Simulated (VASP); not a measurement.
# Ho3PRu (Pm-3m) in VASP: further runs

Ho3PRu is run at these levels: PBE; tasks: single point, relaxation of cell and atoms.

Program: VASP 6.6.1. These are calculated values, not measurements. Logs are shortened: lines on timing, memory, paths and dates and some standing lists are left out, and cuts for length are marked.

### 1 The cell of the first run

The structure is cubic, space group Pm-3m (No. 221). The conventional cell has a = 5.117 Å, b = 5.117 Å, c = 5.117 Å, α = 90.00°, β = 90.00°, γ = 90.00°. Within 3.4 Å of Ho (site symmetry 4/mmm) lie 2 P at 2.56 Å. P (site symmetry m-3m) has 6 Ho at 2.56 Å within 3.4 Å. Ru (site symmetry m-3m) has 12 Ho at 3.62 Å and 8 P at 4.43 Å within 4.8 Å.

The cell was built from a structure type or drawn by symmetry, and may not be a known phase.

### 2 Single point, PBE

File INCAR:

```
SYSTEM = Ho3PRu
  PREC = Accurate
  ENCUT = 500
  EDIFF = 1E-6
  ISMEAR = 0
  SIGMA = 0.1
  LREAL = .FALSE.
  LASPH = .TRUE.
  NELM = 200
  ALGO = Normal
  ISIF = 2
  LWAVE = .FALSE.
  LCHARG = .FALSE.
  GGA = PE
  NBANDS = 31
  GGA_COMPAT = .FALSE.
  LMAXMIX = 6
```

File KPOINTS:

```
regular mesh
0
G
  4 4 4
  0 0 0
```

File POSCAR:

```
Ho3PRu
1.0
    5.1165521128      0.0000000000      0.0000000000
    0.0000000000      5.1165521128      0.0000000000
    0.0000000000      0.0000000000      5.1165521128
Ho P Ru
3 1 1
Direct
    0.0000000000      0.5000000000      0.5000000000
    0.5000000000      0.0000000000      0.5000000000
    0.5000000000      0.5000000000      0.0000000000
    0.5000000000      0.5000000000      0.5000000000
    0.0000000000      0.0000000000      0.0000000000
```

Potentials or basis: VASP PAW PBE potentials, release 64 (Ho_3, P, Ru_pv), 4f in core.

The run is started by

```
cat potpaw_PBE.64/Ho_3/POTCAR potpaw_PBE.64/P/POTCAR potpaw_PBE.64/Ru_pv/POTCAR > POTCAR
mpirun -np 1 vasp_std > vasp.out
```

OUTCAR:

```text
SYSTEM = Ho3PRu
   PREC = Accurate
   ENCUT = 500
   EDIFF = 1E-6
   ISMEAR = 0
   LREAL = .FALSE.
   LASPH = .TRUE.
   NELM = 200
   ISIF = 2
   GGA = PE

 ion  position               nearest neighbor table
   1  0.000  0.500  0.500-   4 2.56   4 2.56   2 3.62   3 3.62   2 3.62   2 3.62   3 3.62   3 3.62
                             3 3.62   2 3.62
   2  0.500  0.000  0.500-   4 2.56   4 2.56   1 3.62   3 3.62   1 3.62   3 3.62   3 3.62   3 3.62
                             1 3.62   1 3.62
   3  0.500  0.500  0.000-   4 2.56   4 2.56   1 3.62   1 3.62   2 3.62   2 3.62   2 3.62   2 3.62
                             1 3.62   1 3.62
   4  0.500  0.500  0.500-   1 2.56   2 2.56   3 2.56   3 2.56   2 2.56   1 2.56
   5  0.000  0.000  0.000-

  LATTYP: Found a simple cubic cell.
 ALAT       =     5.1165521128

  Lattice vectors:

 A1 = (   5.1165521128,   0.0000000000,   0.0000000000)
 A2 = (   0.0000000000,   5.1165521128,   0.0000000000)
 A3 = (   0.0000000000,   0.0000000000,   5.1165521128)

Analysis of symmetry for initial positions (statically):
=====================================================================
 Subroutine PRICEL returns:
 Original cell was already a primitive cell.

 Routine SETGRP: Setting up the symmetry group for a
 simple cubic supercell.

 Subroutine GETGRP returns: Found 48 space group operations
 (whereof 48 operations were pure point group operations)
 out of a pool of 48 trial point group operations.

The static configuration has the point symmetry O_h .

Analysis of symmetry for dynamics (positions and initial velocities):
=====================================================================
 Subroutine PRICEL returns:
 Original cell was already a primitive cell.

 Routine SETGRP: Setting up the symmetry group for a
 simple cubic supercell.

 Subroutine GETGRP returns: Found 48 space group operations
 (whereof 48 operations were pure point group operations)
 out of a pool of 48 trial point group operations.

The dynamic configuration has the point symmetry O_h .

 Subroutine INISYM returns: Found 48 space group operations
 (whereof 48 operations are pure point group operations),
 and found     1 'primitive' translations

----------------------------------------------------------------------------------------

                                     Primitive cell

  volume of cell :     133.9468

  direct lattice vectors                    reciprocal lattice vectors
     5.116552113  0.000000000  0.000000000     0.195444115  0.000000000  0.000000000
     0.000000000  5.116552113  0.000000000     0.000000000  0.195444115  0.000000000
     0.000000000  0.000000000  5.116552113     0.000000000  0.000000000  0.195444115

  length of vectors
     5.116552113  5.116552113  5.116552113     0.195444115  0.195444115  0.195444115

  position of ions in fractional coordinates (direct lattice)
     0.000000000  0.500000000  0.500000000
     0.500000000  0.000000000  0.500000000
     0.500000000  0.500000000  0.000000000
     0.500000000  0.500000000  0.500000000
     0.000000000  0.000000000  0.000000000

  ion indices of the primitive-cell ions
   primitive index   ion index
                 1           1
                 2           2
                 3           3
                 4           4
                 5           5

----------------------------------------------------------------------------------------

 KPOINTS: regular mesh

Automatic generation of k-mesh.
 Grid dimensions read from file:
 generate k-points for:    4    4    4

 Generating k-lattice:

  Cartesian coordinates                     Fractional coordinates (reciprocal lattice)
     0.048861029  0.000000000  0.000000000     0.250000000  0.000000000  0.000000000
     0.000000000  0.048861029  0.000000000     0.000000000  0.250000000  0.000000000
     0.000000000  0.000000000  0.048861029     0.000000000  0.000000000  0.250000000

  Length of vectors
     0.048861029  0.048861029  0.048861029

  Shift w.r.t. Gamma in fractional coordinates (k-lattice)
     0.000000000  0.000000000  0.000000000

 Subroutine IBZKPT returns following result:
 ===========================================

 Found     10 irreducible k-points:

 Following reciprocal coordinates:
            Coordinates               Weight
  0.000000  0.000000  0.000000      1.000000
  0.250000  0.000000  0.000000      6.000000
  0.500000  0.000000  0.000000      3.000000
  0.250000  0.250000  0.000000     12.000000
  0.500000  0.250000  0.000000     12.000000
  0.500000  0.500000  0.000000      3.000000
  0.250000  0.250000  0.250000      8.000000
  0.500000  0.250000  0.250000     12.000000
  0.500000  0.500000  0.250000      6.000000
  0.500000  0.500000  0.500000      1.000000
   k-points           NKPTS =     10   k-points in BZ     NKDIM =     10   number of bands    NBANDS=     31
   number of dos      NEDOS =    301   number of ions     NIONS =      5
   total plane-waves  NPLWV =  64000
   dimension x,y,z NGX =    40 NGY =   40 NGZ =   40
   dimension x,y,z NGXF=    80 NGYF=   80 NGZF=   80
   ions per type =               3   1   1
   NGX,Y,Z   is equivalent  to a cutoff of  13.00, 13.00, 13.00 a.u.
   NGXF,Y,Z  is equivalent  to a cutoff of  25.99, 25.99, 25.99 a.u.
 SYSTEM =  Ho3PRu
   PREC   = accura    normal or accurate (medium, high low for compatibility)
   ISTART =      0    job   : 0-new  1-cont  2-samecut
   ICHARG =      2    charge: 1-file 2-atom 10-const
   ISPIN  =      1    spin polarized calculation?
   LNONCOLLINEAR =      F non collinear calculations
   LSORBIT =      F    spin-orbit coupling
   LASPH  =      T    aspherical Exc in radial PAW
   ENCUT  =  500.0 eV  36.75 Ry    6.06 a.u.   9.33  9.33  9.33*2*pi/ulx,y,z
   NELM   =    200;   NELMIN=  2; NELMDL= -5     # of ELM steps
   EDIFF  = 0.1E-05   stopping-criterion for ELM
   LREAL  =      F    real-space projection
   EDIFFG = 0.1E-04   stopping-criterion for IOM
   NSW    =      0    number of steps for IOM
   IBRION =     -1    ionic relax: 0-MD 1-quasi-New 2-CG
   NFREE  =      0    steps in history (QN), initial steepest desc. (CG)
   ISIF   =      2    stress and relaxation
   ISYM   =      2    0-nonsym 1-usesym 2-fastsym
   POTIM  = 0.5000    time-step for ionic-motion
   TEBEG  =    0.0;   TEEND  =   0.0 temperature during run
   PSTRESS=    0.0 pullay stress
   NELECT =      46.0000    total number of electrons
   NUPDOWN=      -1.0000    fix difference up-down
   EMIN   =  10.00;   EMAX   =-10.00  energy-range for DOS
   EFERMI =   0.00;   METHOD = LEGACY
   ISMEAR =     0;   SIGMA  =   0.10  broadening in eV -4-tet -1-fermi 0-gaus
   EFERMI_NEDOS =   21; number of points for ismear=-14 and -15
   IALGO  =     38    algorithm
   IMIX   =      4    mixing-type and parameters
     AMIX     =   0.40;   BMIX     =  1.00
     AMIX_MAG =   1.60;   BMIX_MAG =  1.00
  volume/ion in A,a.u.               =      26.79       180.78
  Fermi-wavevector in a.u.,A,eV,Ry     =   1.146437  2.166451 17.882367  1.314317
  Thomas-Fermi vector in A             =   2.283121
   LORBIT       =      0    0 simple, 1 ext, 2 COOP (PROOUT), +10 PAW based schemes
   GGA     = PE    functional components
   LHFCALC =     F    Hartree Fock is set to
   AEXX    =    0.0000 exact exchange contribution
   IVDW    =     0    specifies the selected vdW correction
   LEPSILON=     F    determine dielectric tensor
   LRPA    =     F    only Hartree local field effects (RPA)
 non-spin polarized calculation
 Gauss-broadening in eV      SIGMA  =   0.10
  energy-cutoff  :      500.00
  volume of cell :      133.95
 maximum number of plane-waves:      3448
 NGX is ok and might be reduce to    40
   NGX = 19   NGY = 19   NGZ = 19

 number of electron      46.0000007 magnetization

 Free energy of the ion-electron system (eV)
  ---------------------------------------------------
  ext. energy  EPLUGINS =         0.00000000
  ---------------------------------------------------
  free energy    TOTEN  =       -28.24275394 eV

  energy without entropy =      -28.21023313  energy(sigma->0) =      -28.22649353

 E-fermi :   3.6925     XC(G=0):  -9.9939

 val. band max:        3.6733929041   @ k =   0.2500   0.2500   0.0000
 cond. band min:       3.7281564039   @ k =   0.2500   0.0000   0.0000
 fundamental gap:      0.0547634998
 Fermi energy:         3.6925064716

 k-point     1 :       0.0000    0.0000    0.0000
  band No.  band energies     occupation
      1     -37.7398      2.00000
      2     -37.7398      2.00000
      3     -37.7398      2.00000
      4     -20.5034      2.00000
      5     -20.5034      2.00000
      6     -20.5034      2.00000
[... 23 lines left out ...]
     30       7.3517      0.00000
     31       7.3517      0.00000

 k-point     2 :       0.2500    0.0000    0.0000
  band No.  band energies     occupation
      1     -37.7398      2.00000
      2     -37.7398      2.00000
      3     -37.7398      2.00000
      4     -20.4775      2.00000
      5     -20.4775      2.00000
      6     -20.4678      2.00000
[... 23 lines left out ...]
     30       6.6254      0.00000
     31       6.6328      0.00000

 k-point     3 :       0.5000    0.0000    0.0000
  band No.  band energies     occupation
      1     -37.7399      2.00000
      2     -37.7398      2.00000
      3     -37.7398      2.00000
      4     -20.4458      2.00000
      5     -20.4458      2.00000
      6     -20.4064      2.00000
[... 23 lines left out ...]
     30       6.7257      0.00000
     31       6.7439      0.00000

 k-point     4 :       0.2500    0.2500    0.0000
  band No.  band energies     occupation
      1     -37.7399      2.00000
      2     -37.7398      2.00000
      3     -37.7398      2.00000
      4     -20.5459      2.00000
      5     -20.4496      2.00000
      6     -20.3659      2.00000
[... 23 lines left out ...]
     30       6.3240      0.00000
     31       7.4055      0.00000

 k-point     5 :       0.5000    0.2500    0.0000
  band No.  band energies     occupation
      1     -37.7399      2.00000
      2     -37.7398      2.00000
      3     -37.7398      2.00000
      4     -20.5672      2.00000
      5     -20.4140      2.00000
      6     -20.3334      2.00000
[... 23 lines left out ...]
     30       6.6067      0.00000
     31       7.2355      0.00000

 k-point     6 :       0.5000    0.5000    0.0000
  band No.  band energies     occupation
      1     -37.7399      2.00000
      2     -37.7399      2.00000
      3     -37.7398      2.00000
      4     -20.6276      2.00000
      5     -20.3731      2.00000
      6     -20.3686      2.00000
[... 23 lines left out ...]
     30       6.7236      0.00000
     31       6.7730      0.00000

 k-point     7 :       0.2500    0.2500    0.2500
  band No.  band energies     occupation
      1     -37.7399      2.00000
      2     -37.7399      2.00000
      3     -37.7398      2.00000
      4     -20.6347      2.00000
      5     -20.3520      2.00000
      6     -20.3520      2.00000
[... 23 lines left out ...]
     30       6.3112      0.00000
     31       6.9565      0.00000

 k-point     8 :       0.5000    0.2500    0.2500
  band No.  band energies     occupation
      1     -37.7399      2.00000
      2     -37.7399      2.00000
      3     -37.7398      2.00000
      4     -20.6832      2.00000
      5     -20.3387      2.00000
      6     -20.3226      2.00000
[... 23 lines left out ...]
     30       6.1497      0.00000
     31       6.8151      0.00000

 k-point     9 :       0.5000    0.5000    0.2500
  band No.  band energies     occupation
      1     -37.7399      2.00000
      2     -37.7399      2.00000
      3     -37.7398      2.00000
      4     -20.7537      2.00000
      5     -20.3723      2.00000
      6     -20.3298      2.00000
[... 23 lines left out ...]
     30       5.9524      0.00000
     31       6.4138      0.00000

 k-point    10 :       0.5000    0.5000    0.5000
  band No.  band energies     occupation
      1     -37.7399      2.00000
      2     -37.7399      2.00000
      3     -37.7399      2.00000
      4     -20.8366      2.00000
      5     -20.3715      2.00000
      6     -20.3715      2.00000
[... 23 lines left out ...]
     30       6.1455      0.00000
     31       6.1455      0.00000

------------------------ aborting loop because EDIFF is reached ----------------------------------------

  FORCE on cell =-STRESS in cart. coord.  units (eV):
  Direction    XX          YY          ZZ          XY          YZ          ZX
  --------------------------------------------------------------------------------------
  -------------------------------------------------------------------------------------
  Total        0.2140544      0.2140544      0.2140544     -0.0000000      0.0000000     -0.0000000
  in kB        2.5603684      2.5603684      2.5603684     -0.0000000      0.0000000     -0.0000000
  external PRESSURE =       2.5603684 kB  Pullay stress =       0.0000000 kB

 VOLUME and BASIS-vectors are now :
 -----------------------------------------------------------------------------
  energy-cutoff  :      500.00
  volume of cell :      133.95
      direct lattice vectors                 reciprocal lattice vectors
     5.116552113  0.000000000  0.000000000     0.195444115  0.000000000  0.000000000
     0.000000000  5.116552113  0.000000000     0.000000000  0.195444115  0.000000000
     0.000000000  0.000000000  5.116552113     0.000000000  0.000000000  0.195444115

 POSITION                                       TOTAL-FORCE (eV/Angst)
 -----------------------------------------------------------------------------------
      0.00000      2.55828      2.55828         0.000000      0.000000      0.000000
      2.55828      0.00000      2.55828         0.000000      0.000000      0.000000
      2.55828      2.55828      0.00000         0.000000      0.000000      0.000000
      2.55828      2.55828      2.55828         0.000000      0.000000      0.000000
      0.00000      0.00000      0.00000         0.000000      0.000000      0.000000
 -----------------------------------------------------------------------------------
    total drift:                               -0.000000     -0.000000     -0.000000

  FREE ENERGIE OF THE ION-ELECTRON SYSTEM (eV)
  ---------------------------------------------------
  free  energy   TOTEN  =       -28.2427539355 eV

  energy  without entropy=      -28.2102331315  energy(sigma->0) =      -28.22649353
```

Run time: 46 s. Hardware: 1 thread of Intel Xeon 6975P-C (Granite Rapids), shared host; peak memory 0.25 GiB.

Results:

```
Free energy            : -28.2428 eV
Pressure               : 0.3 GPa
Band gap on the k mesh : zero (bands 23 and 24 overlap by 0.92 eV)
```

Caveat: spin-orbit coupling is left out, which moves the levels of the heavy elements; the 4f electrons are frozen in the core, so they carry no moment and show no levels. Spin polarisation is off, so any magnetic state and its effect on volume and gap are missing.

### 3 Single point, PBE

This run uses another cell than the first one, of 28.68 Å³/atom.

File INCAR:

```
ALGO = Normal ; EDIFF = 1E-6
ENCUT = 500 ; GGA = PE
GGA_COMPAT = F ; ISIF = 2
ISMEAR = 0 ; LASPH = T
LCHARG = T ; LELF = T
LMAXMIX = 6 ; LREAL = F
LVHAR = T ; LWAVE = F
NBANDS = 31 ; NELM = 200
PREC = Accurate ; SIGMA = 0.1
```

File KPOINTS:

```
k-points
0
Gamma
  4 4 4
```

POSCAR: that of step 2 with these lines changed.

```diff
@@ -2,5 +2,5 @@
 1.0
-    5.1165521128      0.0000000000      0.0000000000
-    0.0000000000      5.1165521128      0.0000000000
-    0.0000000000      0.0000000000      5.1165521128
+    5.2342505400      0.0000000000      0.0000000000
+    0.0000000000      5.2342505400      0.0000000000
+    0.0000000000      0.0000000000      5.2342505400
 Ho P Ru
```

Potentials or basis: VASP PAW PBE potentials, release 64 (Ho_3, P, Ru_pv), 4f in core.

The run is started by

```
cat potpaw_PBE.64/Ho_3/POTCAR potpaw_PBE.64/P/POTCAR potpaw_PBE.64/Ru_pv/POTCAR > POTCAR
mpirun -np 1 vasp_std > vasp.out
```

It took 48 s on 1 thread of Intel Xeon 6975P-C (Granite Rapids), shared host; peak memory 0.25 GiB.

The run converged. Its results:

```
Free energy            : -28.1282 eV
Pressure               : -4.0 GPa
Band gap on the k mesh : zero (bands 23 and 24 overlap by 0.79 eV)
```

Levels at points of the mesh, in eV from the Fermi level:
```csv
k point,band 21,band 22,band 23,band 24,band 25,band 26
"(0.00, 0.00, 0.00)",-1.22,-1.22,0.29,0.29,0.29,1.35
"(0.50, 0.00, 0.00)",-0.33,-0.28,-0.28,-0.16,0.06,0.06
"(0.50, 0.50, 0.00)",-0.50,-0.39,-0.39,-0.17,0.57,1.36
"(0.50, 0.50, 0.50)",-0.28,-0.28,0.62,0.62,0.62,1.80
```

Caveat: the cell stands under tension; spin-orbit coupling is left out, which moves the levels of the heavy elements; the 4f electrons are frozen in the core, so they carry no moment and show no levels.

(Continued in part 2 of 2.)
